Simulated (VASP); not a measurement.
# P (Pm-3m) in VASP: single point with PBEsol

Aim: the single point of P with PBEsol.

Everything below comes from runs of VASP 6.6.1. Logs are shortened: lines on timing, memory, paths and dates and some standing lists are left out, and cuts for length are marked.

**1. The cell of the first run**

It takes space group Pm-3m (No. 221, cubic). Conventional cell: a = 2.422 Å, b = 2.422 Å, c = 2.422 Å, α = 90.00°, β = 90.00°, γ = 90.00°. Within 3.2 Å of P (site symmetry m-3m) lie 6 P at 2.42 Å.

**2. Single point, PBEsol**

File INCAR:

```
SYSTEM = P
PREC = Accurate ; ENCUT = 520
EDIFF = 1E-7 ; ISMEAR = -1
SIGMA = 0.13605693000000002 ; LREAL = .FALSE.
LASPH = .TRUE. ; NELM = 80
ALGO = Normal ; ISIF = 2
LWAVE = .FALSE. ; LCHARG = .TRUE.
GGA = PS ; LELF = .TRUE.
LVHAR = .TRUE. ; NBANDS = 8
```

File KPOINTS:

```
Automatic mesh
0
G
  13 13 13
  0 0 0
```

File POSCAR:

```
P
1.0
    2.4219059275      0.0000000000      0.0000000000
    0.0000000000      2.4219059275      0.0000000000
    0.0000000000      0.0000000000      2.4219059275
P
1
Direct
    0.0000000000      0.0000000000      0.0000000000
```

Potentials or basis: VASP PAW PBE potentials, release 64 (P).

Command:

```bash
> cat potpaw_PBE.64/P/POTCAR > POTCAR
> mpirun -np 1 vasp_std > vasp.out
```

OUTCAR:

```text
SYSTEM = P
   PREC = Accurate
   ENCUT = 520
   EDIFF = 1E-7
   ISMEAR = -1
   LREAL = .FALSE.
   LASPH = .TRUE.
   NELM = 80
   ISIF = 2
   GGA = PS

 ion  position               nearest neighbor table
   1  0.000  0.000  0.000-

  LATTYP: Found a simple cubic cell.
 ALAT       =     2.4219059275

  Lattice vectors:

 A1 = (   2.4219059275,   0.0000000000,   0.0000000000)
 A2 = (   0.0000000000,   2.4219059275,   0.0000000000)
 A3 = (   0.0000000000,   0.0000000000,   2.4219059275)

Analysis of symmetry for initial positions (statically):
=====================================================================
 Subroutine PRICEL returns:
 Original cell was already a primitive cell.

 Routine SETGRP: Setting up the symmetry group for a
 simple cubic supercell.

 Subroutine GETGRP returns: Found 48 space group operations
 (whereof 48 operations were pure point group operations)
 out of a pool of 48 trial point group operations.

The static configuration has the point symmetry O_h .

Analysis of symmetry for dynamics (positions and initial velocities):
=====================================================================
 Subroutine PRICEL returns:
 Original cell was already a primitive cell.

 Routine SETGRP: Setting up the symmetry group for a
 simple cubic supercell.

 Subroutine GETGRP returns: Found 48 space group operations
 (whereof 48 operations were pure point group operations)
 out of a pool of 48 trial point group operations.

The dynamic configuration has the point symmetry O_h .

 Subroutine INISYM returns: Found 48 space group operations
 (whereof 48 operations are pure point group operations),
 and found     1 'primitive' translations

----------------------------------------------------------------------------------------

                                     Primitive cell

  volume of cell :      14.2060

  direct lattice vectors                    reciprocal lattice vectors
     2.421905928  0.000000000  0.000000000     0.412897953  0.000000000  0.000000000
     0.000000000  2.421905928  0.000000000     0.000000000  0.412897953  0.000000000
     0.000000000  0.000000000  2.421905928     0.000000000  0.000000000  0.412897953

  length of vectors
     2.421905928  2.421905928  2.421905928     0.412897953  0.412897953  0.412897953

  position of ions in fractional coordinates (direct lattice)
     0.000000000  0.000000000  0.000000000

  ion indices of the primitive-cell ions
   primitive index   ion index
                 1           1

----------------------------------------------------------------------------------------

 KPOINTS: Automatic mesh

Automatic generation of k-mesh.
 Grid dimensions read from file:
 generate k-points for:   13   13   13

 Generating k-lattice:

  Cartesian coordinates                     Fractional coordinates (reciprocal lattice)
     0.031761381  0.000000000  0.000000000     0.076923077  0.000000000  0.000000000
     0.000000000  0.031761381  0.000000000     0.000000000  0.076923077  0.000000000
     0.000000000  0.000000000  0.031761381     0.000000000  0.000000000  0.076923077

  Length of vectors
     0.031761381  0.031761381  0.031761381

  Shift w.r.t. Gamma in fractional coordinates (k-lattice)
     0.000000000  0.000000000  0.000000000

 Subroutine IBZKPT returns following result:
 ===========================================

 Found     84 irreducible k-points:

 Following reciprocal coordinates:
            Coordinates               Weight
  0.000000  0.000000  0.000000      1.000000
  0.076923  0.000000  0.000000      6.000000
  0.153846  0.000000  0.000000      6.000000
  0.230769  0.000000  0.000000      6.000000
  0.307692  0.000000  0.000000      6.000000
  0.384615  0.000000  0.000000      6.000000
[... 16 lines left out ...]
  0.307692  0.307692  0.000000     12.000000
  0.384615  0.307692  0.000000     24.000000
 [... further k-points ...]
   k-points           NKPTS =     84   k-points in BZ     NKDIM =     84   number of bands    NBANDS=      8
   number of dos      NEDOS =    301   number of ions     NIONS =      1
   total plane-waves  NPLWV =   5832
   dimension x,y,z NGX =    18 NGY =   18 NGZ =   18
   dimension x,y,z NGXF=    36 NGYF=   36 NGZF=   36
   ions per type =               1
   NGX,Y,Z   is equivalent  to a cutoff of  12.36, 12.36, 12.36 a.u.
   NGXF,Y,Z  is equivalent  to a cutoff of  24.71, 24.71, 24.71 a.u.
 SYSTEM =  P
   PREC   = accura    normal or accurate (medium, high low for compatibility)
   ISTART =      0    job   : 0-new  1-cont  2-samecut
   ICHARG =      2    charge: 1-file 2-atom 10-const
   ISPIN  =      1    spin polarized calculation?
   LNONCOLLINEAR =      F non collinear calculations
   LSORBIT =      F    spin-orbit coupling
   LASPH  =      T    aspherical Exc in radial PAW
   ENCUT  =  520.0 eV  38.22 Ry    6.18 a.u.   4.50  4.50  4.50*2*pi/ulx,y,z
   NELM   =     80;   NELMIN=  2; NELMDL= -5     # of ELM steps
   EDIFF  = 0.1E-06   stopping-criterion for ELM
   LREAL  =      F    real-space projection
   EDIFFG = 0.1E-05   stopping-criterion for IOM
   NSW    =      0    number of steps for IOM
   IBRION =     -1    ionic relax: 0-MD 1-quasi-New 2-CG
   NFREE  =      0    steps in history (QN), initial steepest desc. (CG)
   ISIF   =      2    stress and relaxation
   ISYM   =      2    0-nonsym 1-usesym 2-fastsym
   POTIM  = 0.5000    time-step for ionic-motion
   TEBEG  =    0.0;   TEEND  =   0.0 temperature during run
   PSTRESS=    0.0 pullay stress
   NELECT =       5.0000    total number of electrons
   NUPDOWN=      -1.0000    fix difference up-down
   EMIN   =  10.00;   EMAX   =-10.00  energy-range for DOS
   EFERMI =   0.00;   METHOD = LEGACY
   ISMEAR =    -1;   SIGMA  =   0.14  broadening in eV -4-tet -1-fermi 0-gaus
   EFERMI_NEDOS =   21; number of points for ismear=-14 and -15
   IALGO  =     38    algorithm
   IMIX   =      4    mixing-type and parameters
     AMIX     =   0.40;   BMIX     =  1.00
     AMIX_MAG =   1.60;   BMIX_MAG =  1.00
  volume/ion in A,a.u.               =      14.21        95.87
  Fermi-wavevector in a.u.,A,eV,Ry     =   1.155866  2.184270 18.177746  1.336027
  Thomas-Fermi vector in A             =   2.292491
   LORBIT       =      0    0 simple, 1 ext, 2 COOP (PROOUT), +10 PAW based schemes
   GGA     = PS    functional components
   LHFCALC =     F    Hartree Fock is set to
   AEXX    =    0.0000 exact exchange contribution
   IVDW    =     0    specifies the selected vdW correction
   LEPSILON=     F    determine dielectric tensor
   LRPA    =     F    only Hartree local field effects (RPA)
 non-spin polarized calculation
  energy-cutoff  :      520.00
  volume of cell :       14.21
 maximum number of plane-waves:       393
 NGX is ok and might be reduce to    18
   NGX =  9   NGY =  9   NGZ =  9

 number of electron       4.9999997 magnetization

 Free energy of the ion-electron system (eV)
  ---------------------------------------------------
  ext. energy  EPLUGINS =         0.00000000
  ---------------------------------------------------
  free energy    TOTEN  =        -5.78276710 eV

  energy without entropy =       -5.76600217  energy(sigma->0) =       -5.77438463

 E-fermi :  10.0416     XC(G=0): -11.4853

 val. band max:        9.9836291189   @ k =   0.1538   0.1538   0.0000
 cond. band min:      10.0839275881   @ k =   0.1538   0.0000   0.0000
 fundamental gap:      0.1002984691
 Fermi energy:        10.0416383789

 k-point     1 :       0.0000    0.0000    0.0000
  band No.  band energies     occupation
      1      -6.8189      2.00000
      2      15.0911      0.00000
      3      15.0911      0.00000
      4      15.0911      0.00000
      5      16.7509      0.00000
      6      16.7509      0.00000
      7      24.3123      0.00000
      8      34.7827      0.00000

 k-point     2 :       0.0769    0.0000    0.0000
  band No.  band energies     occupation
      1      -6.6809      2.00000
      2      12.8871      0.00000
      3      15.2004      0.00000
      4      15.2004      0.00000
      5      16.8615      0.00000
      6      18.7734      0.00000
      7      24.7961      0.00000
      8      33.7540      0.00000

 k-point     3 :       0.1538    0.0000    0.0000
  band No.  band energies     occupation
      1      -6.2692      2.00000
      2      10.0839      0.84583
      3      15.5232      0.00000
      4      15.5232      0.00000
      5      17.1846      0.00000
      6      20.8844      0.00000
      7      26.3410      0.00000
      8      31.6298      0.00000

 k-point     4 :       0.2308    0.0000    0.0000
  band No.  band energies     occupation
      1      -5.5920      2.00000
      2       7.4094      2.00000
      3      16.0414      0.00000
      4      16.0414      0.00000
      5      17.6905      0.00000
      6      22.4144      0.00000
      7      28.6227      0.00000
      8      29.3512      0.00000

 k-point     5 :       0.3077    0.0000    0.0000
  band No.  band energies     occupation
      1      -4.6700      2.00000
      2       4.9591      2.00000
      3      16.7109      0.00000
      4      16.7109      0.00000
      5      18.3152      0.00000
      6      23.7266      0.00000
      7      27.2650      0.00000
      8      27.2650      0.00000
[... 177 lines left out ...]
 k-point    22 :       0.4615    0.2308    0.0000
  band No.  band energies     occupation
      1      -1.3074      2.00000
      2       2.3814      2.00000
      3      10.9536      0.00245
      4      16.6806      0.00000
      5      18.8391      0.00000
      6      24.0348      0.00000
      7      25.4886      0.00000
      8      29.3945      0.00000

 k-point    23 :       0.3077    0.3077    0.0000
  band No.  band energies     occupation
      1      -2.5287      2.00000
      2       6.2306      2.00000
      3       7.6339      2.00000
      4      17.3296      0.00000
      5      18.2793      0.00000
      6      23.5220      0.00000
      7      28.6785      0.00000
      8      28.7448      0.00000

 k-point    24 :       0.3846    0.3077    0.0000
  band No.  band energies     occupation
      1      -1.4200      2.00000
      2       4.6696      2.00000
      3       7.9683      2.00000
      4      15.4469      0.00000
      5      18.9658      0.00000
      6      24.4712      0.00000
      7      27.0820      0.00000
      8      29.2741      0.00000

 [... further k-points ...]

------------------------ aborting loop because EDIFF is reached ----------------------------------------

  FORCE on cell =-STRESS in cart. coord.  units (eV):
  Direction    XX          YY          ZZ          XY          YZ          ZX
  --------------------------------------------------------------------------------------
  -------------------------------------------------------------------------------------
  Total        0.0225736      0.0225736      0.0225736     -0.0000000      0.0000000      0.0000000
  in kB        2.5458893      2.5458893      2.5458893     -0.0000000      0.0000000      0.0000000
  external PRESSURE =       2.5458893 kB  Pullay stress =       0.0000000 kB

 VOLUME and BASIS-vectors are now :
 -----------------------------------------------------------------------------
  energy-cutoff  :      520.00
  volume of cell :       14.21
      direct lattice vectors                 reciprocal lattice vectors
     2.421905928  0.000000000  0.000000000     0.412897953  0.000000000  0.000000000
     0.000000000  2.421905928  0.000000000     0.000000000  0.412897953  0.000000000
     0.000000000  0.000000000  2.421905928     0.000000000  0.000000000  0.412897953

 POSITION                                       TOTAL-FORCE (eV/Angst)
 -----------------------------------------------------------------------------------
      0.00000      0.00000      0.00000         0.000000      0.000000      0.000000
 -----------------------------------------------------------------------------------
    total drift:                                0.000000      0.000000      0.000000

  FREE ENERGIE OF THE ION-ELECTRON SYSTEM (eV)
  ---------------------------------------------------
  free  energy   TOTEN  =        -5.7827671025 eV

  energy  without entropy=       -5.7660021653  energy(sigma->0) =       -5.77438463
```

Wall time 4.3 s (1 thread of Intel Xeon 6975P-C, shared host); peak memory 0.11 GiB.

Results:

```yaml
Free_energy: -5.7828 eV
Pressure: 0.3 GPa
```

Caveat: the PAW data sets were made with another functional, which shifts forces and pressure a little.
